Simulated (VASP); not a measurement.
## Sc: relaxation of volume and atoms at fixed shape with r2SCAN

Sc:

```xyz
1
Lattice="-1.8790 1.8790 2.3805 1.8790 -1.8790 2.3805 1.8790 1.8790 -2.3805" Properties=species:S:1:pos:R:3 pbc="T T T"
Sc    0.0000    0.0000    0.0000
```

```
Program                : VASP 6.6.1
Task                   : relaxation of volume and atoms at fixed shape
Functional             : r2SCAN
Potentials or basis    : VASP PAW PBE potentials, release 64 (Sc_sv)
Cutoff                 : 600 eV
k mesh                 : 8 × 8 × 9
Occupations            : gaussian, width 0.05 eV
Spin                   : no spin polarisation
Dipole correction      : no
Further INCAR settings : ALGO = Normal; EDIFF = 1e-07; IBRION = 2; EDIFFG = -0.01; NSW = 80; ISIF = 8
```

```yaml
Relaxed_volume: 25.15 Å³/atom
Relaxed_cell: a = 3.239 Å, b = 3.239 Å, c = 3.239 Å, α = 116.44°, β = 116.44°, γ = 96.29°
Space_group_after_relaxing_to_0.1_Å: I4/mmm (No. 139)
Energy_gained_by_relaxing: 314.4 meV/atom
Ionic_steps: 16
Pressure_after_relaxing: 0.0 GPa
Band_gap_on_the_k_mesh: zero (an odd number of electrons rules out a gap without spin polarisation)
```

Stress tensor (GPa, compression positive):
```
-0.46  0.00  0.00
 0.00 -0.46  0.00
 0.00  0.00  0.84
```

The path:
| step | energy change (eV) | largest force (eV/Å) | pressure (GPa) | volume (Å³) |
| --- | --- | --- | --- | --- |
| 1 | 0.0000 | 0.0000 | -9.72 | 33.62 |
| 2 | -0.3127 | 0.0000 | 1.07 | 24.64 |
| 3 | -0.3144 | 0.0000 | 0.10 | 25.10 |
| 4 | -0.3143 | 0.0000 | -0.22 | 25.25 |
| 5 | -0.3143 | 0.0000 | -0.23 | 25.25 |
| 6 | -0.3143 | 0.0000 | -0.22 | 25.24 |
| 7 | -0.3143 | 0.0000 | -0.22 | 25.24 |
| 8 | -0.3143 | 0.0000 | -0.22 | 25.24 |
| 9 | -0.3143 | 0.0000 | -0.22 | 25.24 |
| 10 | -0.3143 | 0.0000 | -0.22 | 25.24 |
| 11 | -0.3143 | 0.0000 | -0.21 | 25.24 |
| 12 | -0.3143 | 0.0000 | -0.20 | 25.24 |
| 13 | -0.3143 | 0.0000 | -0.19 | 25.23 |
| 14 | -0.3143 | 0.0000 | -0.17 | 25.22 |
| 15 | -0.3143 | 0.0000 | -0.12 | 25.19 |
| 16 | -0.3144 | 0.0000 | -0.03 | 25.15 |

Final structure:
```cif
data_structure
_symmetry_space_group_name_H-M 'P 1'
_symmetry_Int_Tables_number 1
_cell_length_a 3.2386
_cell_length_b 3.2386
_cell_length_c 3.2386
_cell_angle_alpha 116.437
_cell_angle_beta 116.437
_cell_angle_gamma 96.290
_cell_volume 25.15
loop_
_atom_site_label
_atom_site_type_symbol
_atom_site_fract_x
_atom_site_fract_y
_atom_site_fract_z
_atom_site_occupancy
Sc1 Sc 0.00000 0.00000 0.00000 1
```

Levels at points of the mesh, in eV from the Fermi level:
| k point | band 2 | band 3 | band 4 | band 5 | band 6 | band 7 | band 8 | band 9 |
| --- | --- | --- | --- | --- | --- | --- | --- | --- |
| (0.00, 0.00, 0.00) | -29.09 | -29.07 | -29.07 | -5.52 | 1.61 | 1.61 | 2.20 | 2.78 |
| (0.50, 0.00, 0.00) | -29.47 | -29.15 | -29.10 | -1.80 | 0.05 | 1.27 | 2.07 | 3.84 |
| (0.50, 0.50, 0.00) | -29.43 | -29.24 | -29.15 | -1.59 | -0.37 | 1.26 | 3.95 | 3.99 |

It took 16 min on 1 thread of Intel(R) Xeon(R) 6975P-C (Granite Rapids) (shared host), peak memory 0.23 GiB.

Caveat: the volume moved by over 15 % at a fixed basis, so the end points are rough; the PAW data sets were made with another functional, which shifts forces and pressure a little.
